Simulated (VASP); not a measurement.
# Ta2N (P-3m1) in VASP: further runs

Ta2N is run at these levels: r2SCAN, r2SCAN+U; tasks: single point.

Everything below comes from runs of VASP 6.6.1. Logs are shortened: lines on timing, memory, paths and dates and some standing lists are left out, and cuts for length are marked.

## 1. The cell of the first run

The structure is trigonal, space group P-3m1 (No. 164). Conventional cell: a = 3.113 Å, b = 3.113 Å, c = 4.870 Å, α = 90.00°, β = 90.00°, γ = 120.00°. Ta (site symmetry 3m) has 3 N at 2.18 Å within 2.9 Å. N (site symmetry -3m) has 6 Ta at 2.18 Å within 2.9 Å.

## 2. Single point, r2SCAN

Contents of POSCAR:

```
Ta2N
1.0
    3.1128615060      0.0000000000      0.0000000000
   -1.5564307530      2.6958171426      0.0000000000
    0.0000000000      0.0000000000      4.8698410000
Ta N
2 1
Direct
    0.3333333333      0.6666666667      0.2547110000
    0.6666666667      0.3333333333      0.7452890000
    0.0000000000      0.0000000000      0.0000000000
```

Contents of INCAR.step1:

```
SYSTEM = Ta2N
  ALGO = Normal
  EDIFF = 1E-4
  ENCUT = 520
  GGA = PE
  ISMEAR = -1
  LASPH = .True.
  LCHARG = .False.
  LREAL = .False.
  LWAVE = .True.
  NBANDS = 20
  NELM = 80
  PREC = Accurate
  SIGMA = 0.05
```

Contents of INCAR.step2:

```
SYSTEM = Ta2N
  ALGO = Normal
  EDIFF = 1E-6
  ENCUT = 520
  ISIF = 2
  ISMEAR = -1
  ISTART = 1
  LASPH = .True.
  LCHARG = .False.
  LMIXTAU = .True.
  LREAL = .False.
  LWAVE = .False.
  METAGGA = R2SCAN
  NBANDS = 20
  NELM = 80
  PREC = Accurate
  SIGMA = 0.05
```

Contents of KPOINTS:

```
k-points
0
Gamma
  10 10 6
  0 0 0
```

Potentials or basis: VASP PAW PBE potentials, release 64 (Ta_pv, N).

Started as:

```console
$ cat potpaw_PBE.64/Ta_pv/POTCAR potpaw_PBE.64/N/POTCAR > POTCAR
$ cp INCAR.step1 INCAR
$ mpirun -np 1 vasp_std > vasp.out
$ cp INCAR.step2 INCAR
$ mpirun -np 1 vasp_std > vasp.out
```

OUTCAR:

```text
SYSTEM = Ta2N
   EDIFF = 1E-6
   ENCUT = 520
   ISIF = 2
   ISMEAR = -1
   ISTART = 1
   LASPH = .True.
   LREAL = .False.
   METAGGA = R2SCAN
   NELM = 80
   PREC = Accurate

 ion  position               nearest neighbor table
   1  0.333  0.667  0.255-   3 2.18   3 2.18   3 2.18   2 2.99   2 2.99   2 2.99   2 3.06   2 3.06
                             2 3.06
   2  0.667  0.333  0.745-   3 2.18   3 2.18   3 2.18   1 2.99   1 2.99   1 2.99   1 3.06   1 3.06
                             1 3.06
   3  0.000  0.000  0.000-   1 2.18   2 2.18   1 2.18   2 2.18   2 2.18   1 2.18

  LATTYP: Found a hexagonal cell.
 ALAT       =     3.1128615060
 C/A-ratio  =     1.5644258476

  Lattice vectors:

 A1 = (   3.1128615060,   0.0000000000,   0.0000000000)
 A2 = (  -1.5564307530,   2.6958171426,   0.0000000000)
 A3 = (   0.0000000000,   0.0000000000,   4.8698410000)

Analysis of symmetry for initial positions (statically):
=====================================================================
 Subroutine PRICEL returns:
 Original cell was already a primitive cell.

 Routine SETGRP: Setting up the symmetry group for a
 hexagonal supercell.

 Subroutine GETGRP returns: Found 12 space group operations
 (whereof 12 operations were pure point group operations)
 out of a pool of 24 trial point group operations.

The static configuration has the point symmetry D_3d.

Analysis of symmetry for dynamics (positions and initial velocities):
=====================================================================
 Subroutine PRICEL returns:
 Original cell was already a primitive cell.

 Routine SETGRP: Setting up the symmetry group for a
 hexagonal supercell.

 Subroutine GETGRP returns: Found 12 space group operations
 (whereof 12 operations were pure point group operations)
 out of a pool of 24 trial point group operations.

The dynamic configuration has the point symmetry D_3d.

 Subroutine INISYM returns: Found 12 space group operations
 (whereof 12 operations are pure point group operations),
 and found     1 'primitive' translations

----------------------------------------------------------------------------------------

                                     Primitive cell

  volume of cell :      40.8663

  direct lattice vectors                    reciprocal lattice vectors
     3.112861506  0.000000000  0.000000000     0.321247829  0.185472520  0.000000000
    -1.556430753  2.695817143  0.000000000     0.000000000  0.370945041  0.000000000
     0.000000000  0.000000000  4.869841000     0.000000000  0.000000000  0.205345513

  length of vectors
     3.112861506  3.112861506  4.869841000     0.370945041  0.370945041  0.205345513

  position of ions in fractional coordinates (direct lattice)
     0.333333333  0.666666667  0.254711000
     0.666666667  0.333333333  0.745289000
     0.000000000  0.000000000  0.000000000

  ion indices of the primitive-cell ions
   primitive index   ion index
                 1           1
                 2           2
                 3           3

----------------------------------------------------------------------------------------

 KPOINTS: k-points

Automatic generation of k-mesh.
 Grid dimensions read from file:
 generate k-points for:   10   10    6

 Generating k-lattice:

  Cartesian coordinates                     Fractional coordinates (reciprocal lattice)
     0.032124783  0.018547252  0.000000000     0.100000000  0.000000000  0.000000000
     0.000000000  0.037094504  0.000000000     0.000000000  0.100000000  0.000000000
     0.000000000  0.000000000  0.034224252     0.000000000  0.000000000  0.166666667

  Length of vectors
     0.037094504  0.037094504  0.034224252

  Shift w.r.t. Gamma in fractional coordinates (k-lattice)
     0.000000000  0.000000000  0.000000000

 Subroutine IBZKPT returns following result:
 ===========================================

 Found     72 irreducible k-points:

 Following reciprocal coordinates:
            Coordinates               Weight
  0.000000  0.000000  0.000000      1.000000
  0.100000 -0.000000  0.000000      6.000000
  0.200000 -0.000000  0.000000      6.000000
  0.300000 -0.000000  0.000000      6.000000
  0.400000 -0.000000  0.000000      6.000000
  0.500000  0.000000  0.000000      3.000000
[... 16 lines left out ...]
  0.000000  0.400000  0.166667      6.000000
  0.500000  0.000000  0.166667      6.000000
 [... further k-points ...]
   k-points           NKPTS =     72   k-points in BZ     NKDIM =     72   number of bands    NBANDS=     20
   number of dos      NEDOS =    301   number of ions     NIONS =      3
   total plane-waves  NPLWV =  20736
   dimension x,y,z NGX =    24 NGY =   24 NGZ =   36
   dimension x,y,z NGXF=    48 NGYF=   48 NGZF=   72
   ions per type =               2   1
   NGX,Y,Z   is equivalent  to a cutoff of  12.82, 12.82, 12.29 a.u.
   NGXF,Y,Z  is equivalent  to a cutoff of  25.63, 25.63, 24.58 a.u.
 SYSTEM =  Ta2N
   PREC   = accura    normal or accurate (medium, high low for compatibility)
   ISTART =      1    job   : 0-new  1-cont  2-samecut
   ICHARG =      0    charge: 1-file 2-atom 10-const
   ISPIN  =      1    spin polarized calculation?
   LNONCOLLINEAR =      F non collinear calculations
   LSORBIT =      F    spin-orbit coupling
   LASPH  =      T    aspherical Exc in radial PAW
   ENCUT  =  520.0 eV  38.22 Ry    6.18 a.u.   5.79  5.79  9.05*2*pi/ulx,y,z
   NELM   =     80;   NELMIN=  2; NELMDL=  0     # of ELM steps
   EDIFF  = 0.1E-05   stopping-criterion for ELM
   LREAL  =      F    real-space projection
   EDIFFG = 0.1E-04   stopping-criterion for IOM
   NSW    =      0    number of steps for IOM
   IBRION =     -1    ionic relax: 0-MD 1-quasi-New 2-CG
   NFREE  =      0    steps in history (QN), initial steepest desc. (CG)
   ISIF   =      2    stress and relaxation
   ISYM   =      2    0-nonsym 1-usesym 2-fastsym
   POTIM  = 0.5000    time-step for ionic-motion
   TEBEG  =    0.0;   TEEND  =   0.0 temperature during run
   PSTRESS=    0.0 pullay stress
   NELECT =      27.0000    total number of electrons
   NUPDOWN=      -1.0000    fix difference up-down
   EMIN   =  10.00;   EMAX   =-10.00  energy-range for DOS
   EFERMI =   0.00;   METHOD = LEGACY
   ISMEAR =    -1;   SIGMA  =   0.05  broadening in eV -4-tet -1-fermi 0-gaus
[... 10 lines left out ...]
   LHFCALC =     F    Hartree Fock is set to
   AEXX    =    0.0000 exact exchange contribution
   IVDW    =     0    specifies the selected vdW correction
   LEPSILON=     F    determine dielectric tensor
   LRPA    =     F    only Hartree local field effects (RPA)
 non-spin polarized calculation
  energy-cutoff  :      520.00
  volume of cell :       40.87
 maximum number of plane-waves:      1114
 NGX is ok and might be reduce to    24
   NGX = 11   NGY = 11   NGZ = 19

 number of electron      26.9999996 magnetization

 Free energy of the ion-electron system (eV)
  ---------------------------------------------------
  ext. energy  EPLUGINS =         0.00000000
  ---------------------------------------------------
  free energy    TOTEN  =      -109.01957366 eV

  energy without entropy =     -109.00677606  energy(sigma->0) =     -109.01317486

 E-fermi :   7.4909     XC(G=0): -13.9137

 val. band max:        7.4717290409   @ k =   0.1000  -0.0000   0.0000
 cond. band min:       7.4927943900   @ k =   0.0000   0.3000   0.3333
 fundamental gap:      0.0210653491
 Fermi energy:         7.4908726880

 k-point     1 :       0.0000    0.0000    0.0000
  band No.  band energies     occupation
      1     -29.5808      2.00000
      2     -28.8280      2.00000
      3     -28.8280      2.00000
      4     -28.7003      2.00000
      5     -28.7003      2.00000
      6     -28.5847      2.00000
[... 12 lines left out ...]
     19       8.6973      0.00000
     20      12.6002      0.00000

 k-point     2 :       0.1000   -0.0000    0.0000
  band No.  band energies     occupation
      1     -29.5497      2.00000
      2     -28.8887      2.00000
      3     -28.8499      2.00000
      4     -28.7611      2.00000
      5     -28.7049      2.00000
      6     -28.5964      2.00000
[... 12 lines left out ...]
     19       9.4069      0.00000
     20      12.5951      0.00000

 k-point     3 :       0.2000   -0.0000    0.0000
  band No.  band energies     occupation
      1     -29.4631      2.00000
      2     -29.0487      2.00000
      3     -28.9114      2.00000
      4     -28.9031      2.00000
      5     -28.7207      2.00000
      6     -28.6331      2.00000
[... 12 lines left out ...]
     19      11.1210      0.00000
     20      12.2121      0.00000

 k-point     4 :       0.3000   -0.0000    0.0000
  band No.  band energies     occupation
      1     -29.3456      2.00000
      2     -29.2414      2.00000
      3     -29.0835      2.00000
      4     -28.9639      2.00000
      5     -28.7444      2.00000
      6     -28.6961      2.00000
[... 12 lines left out ...]
     19      11.7853      0.00000
     20      12.8558      0.00000

 k-point     5 :       0.4000   -0.0000    0.0000
  band No.  band energies     occupation
      1     -29.4167      2.00000
      2     -29.2152      2.00000
      3     -29.2008      2.00000
      4     -29.0107      2.00000
      5     -28.7758      2.00000
      6     -28.7656      2.00000
[... 12 lines left out ...]
     19      11.8293      0.00000
     20      12.4555      0.00000

 k-point     6 :       0.5000    0.0000    0.0000
  band No.  band energies     occupation
      1     -29.4758      2.00000
      2     -29.2641      2.00000
      3     -29.1349      2.00000
      4     -29.0281      2.00000
      5     -28.8239      2.00000
      6     -28.7740      2.00000
[... 12 lines left out ...]
     19      11.8377      0.00000
     20      12.0427      0.00000

 k-point     7 :       0.1000    0.1000    0.0000
  band No.  band energies     occupation
      1     -29.4908      2.00000
      2     -28.9778      2.00000
      3     -28.9388      2.00000
      4     -28.8236      2.00000
      5     -28.7280      2.00000
      6     -28.6206      2.00000
[... 12 lines left out ...]
     19      10.7294      0.00000
     20      12.3441      0.00000
[... 277 lines left out ...]
 k-point    20 :       0.3000   -0.0000    0.1667
  band No.  band energies     occupation
      1     -29.3514      2.00000
      2     -29.2165      2.00000
      3     -29.1020      2.00000
      4     -28.9530      2.00000
      5     -28.7557      2.00000
      6     -28.6977      2.00000
[... 12 lines left out ...]
     19      11.8788      0.00000
     20      12.2207      0.00000

 k-point    21 :       0.0000    0.3000    0.1667
  band No.  band energies     occupation
      1     -29.4098      2.00000
      2     -29.1562      2.00000
      3     -29.0879      2.00000
      4     -28.9460      2.00000
      5     -28.7630      2.00000
      6     -28.7121      2.00000
[... 12 lines left out ...]
     19      11.3669      0.00000
     20      13.1975      0.00000

 k-point    22 :       0.4000   -0.0000    0.1667
  band No.  band energies     occupation
      1     -29.4370      2.00000
      2     -29.2930      2.00000
      3     -29.1181      2.00000
      4     -28.9965      2.00000
      5     -28.7803      2.00000
      6     -28.7579      2.00000
[... 12 lines left out ...]
     19      12.1457      0.00000
     20      12.5785      0.00000

 k-point    23 :       0.0000    0.4000    0.1667
  band No.  band energies     occupation
      1     -29.4793      2.00000
      2     -29.2595      2.00000
      3     -29.0936      2.00000
      4     -28.9927      2.00000
      5     -28.7843      2.00000
      6     -28.7724      2.00000
[... 12 lines left out ...]
     19      11.8135      0.00000
     20      13.8323      0.00000

 k-point    24 :       0.5000    0.0000    0.1667
  band No.  band energies     occupation
      1     -29.5093      2.00000
      2     -29.3174      2.00000
      3     -29.0666      2.00000
      4     -29.0114      2.00000
      5     -28.8014      2.00000
      6     -28.7914      2.00000
[... 12 lines left out ...]
     19      12.1568      0.00000
     20      13.0103      0.00000

 [... further k-points ...]
[... 5 lines left out ...]
  --------------------------------------------------------------------------------------
  -------------------------------------------------------------------------------------
  Total       -1.3060599     -1.3060599     -0.6451930      0.0000000      0.0000000      0.0000000
  in kB      -51.2045635    -51.2045635    -25.2950299      0.0000000      0.0000000      0.0000000
  external PRESSURE =     -42.5680523 kB  Pullay stress =       0.0000000 kB

 VOLUME and BASIS-vectors are now :
 -----------------------------------------------------------------------------
  energy-cutoff  :      520.00
  volume of cell :       40.87
      direct lattice vectors                 reciprocal lattice vectors
     3.112861506  0.000000000  0.000000000     0.321247829  0.185472520  0.000000000
    -1.556430753  2.695817143  0.000000000     0.000000000  0.370945041  0.000000000
     0.000000000  0.000000000  4.869841000     0.000000000  0.000000000  0.205345513

 POSITION                                       TOTAL-FORCE (eV/Angst)
 -----------------------------------------------------------------------------------
     -0.00000      1.79721      1.24040        -0.000000     -0.000000      0.177805
      1.55643      0.89861      3.62944         0.000000      0.000000     -0.177805
      0.00000      0.00000      0.00000         0.000000      0.000000      0.000000
 -----------------------------------------------------------------------------------
    total drift:                               -0.000000      0.000000      0.000000

  FREE ENERGIE OF THE ION-ELECTRON SYSTEM (eV)
  ---------------------------------------------------
  free  energy   TOTEN  =      -109.0195736623 eV

  energy  without entropy=     -109.0067760607  energy(sigma->0) =     -109.01317486
```

Wall time 2 min (1 thread of Intel Xeon 6975P-C, shared host); peak memory 0.2 GiB.

Results:

```
Free energy   : -109.0196 eV
Pressure      : -4.3 GPa
Largest force : 0.178 eV/Å
```

Forces in eV/Å, atoms in the order of the input:
```
Ta   0.000  0.000  0.178
Ta   0.000  0.000 -0.178
N    0.000  0.000  0.000
```

Caveat: the PAW data sets were made with another functional, which shifts forces and pressure a little; spin-orbit coupling is left out, which moves the levels of the heavy elements.

(Part 1 of 2 ends here.)
